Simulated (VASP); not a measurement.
Here is a VASP 6.6.1 calculation.

INCAR

```
SYSTEM = Pt
PREC = Accurate ; ENCUT = 500
EDIFF = 1E-6 ; ISMEAR = -1
SIGMA = 0.15 ; LREAL = .FALSE.
LASPH = .TRUE. ; NELM = 120
ALGO = Normal ; ISIF = 2
LWAVE = .FALSE. ; LCHARG = .FALSE.
GGA = PS ; NBANDS = 11
GGA_COMPAT = .FALSE.
```

KPOINTS

```
regular mesh
0
G
  12 12 12
  0 0 0
```

The input POSCAR:

```
Pt
1.0
   -1.5842200000      1.5842200000      1.5842200000
    1.5842200000     -1.5842200000      1.5842200000
    1.5842200000      1.5842200000     -1.5842200000
Pt
1
Direct
    0.0000000000      0.0000000000      0.0000000000
```

Potentials or basis: VASP PAW PBE potentials, release 64 (Pt).

Command:

```console
$ cat potpaw_PBE.64/Pt/POTCAR > POTCAR
$ mpirun -np 1 vasp_std > vasp.out
```

What does it give for the pressure?

-11.0 GPa.

What does it give for the band gap on the k mesh?

Zero (bands 5 and 6 overlap by 2.13 eV).

Caveat: the cell stands under tension; the PAW data sets were made with another functional, which shifts forces and pressure a little; spin-orbit coupling is left out, which moves the levels of the heavy elements.
